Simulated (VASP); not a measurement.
Here is a VASP 6.6.1 calculation.

INCAR

```
SYSTEM = Cu3O2
PREC     = Accurate       ! precision mode
ENCUT    = 520            ! plane-wave cutoff, eV
EDIFF    = 1E-6           ! SCF threshold, eV
ISMEAR   = -1             ! smearing method
SIGMA    = 0.05           ! smearing width, eV
LREAL    = .False.        ! projectors in reciprocal space
LASPH    = .True.         ! aspherical terms in the spheres
NELM     = 100            ! most SCF steps
ALGO     = Normal         ! electronic algorithm
ISIF     = 2              ! what is computed and relaxed
LWAVE    = .False.        ! write WAVECAR
LCHARG   = .False.        ! write CHGCAR
GGA      = CA             ! functional
NBANDS   = 30             ! bands
```

File KPOINTS:

```
regular mesh
0
Gamma
  9 9 9
  0 0 0
```

The input POSCAR:

```
Cu3O2
1.0
   -2.0229820000      2.0229820000      3.6736170000
    2.0229820000     -2.0229820000      3.6736170000
    2.0229820000      2.0229820000     -3.6736170000
Cu O
3 2
Direct
    0.0000000000      0.0000000000      0.0000000000
    0.7500000000      0.2500000000      0.5000000000
    0.2500000000      0.7500000000      0.5000000000
    0.5000000000      0.0000000000      0.5000000000
    0.0000000000      0.5000000000      0.5000000000
```

Potentials or basis: VASP PAW LDA potentials, release 64 (Cu, O).

Launch:

```console
$ cat potpaw_LDA.64/Cu/POTCAR potpaw_LDA.64/O/POTCAR > POTCAR
$ mpirun -np 1 vasp_std > vasp.out
```

(1) Estimate the pressure.

Answers

(1) -10.8 GPa.

Caveat: an odd number of electrons without spin polarisation forces a metal; a magnetic or distorted state may lie lower.
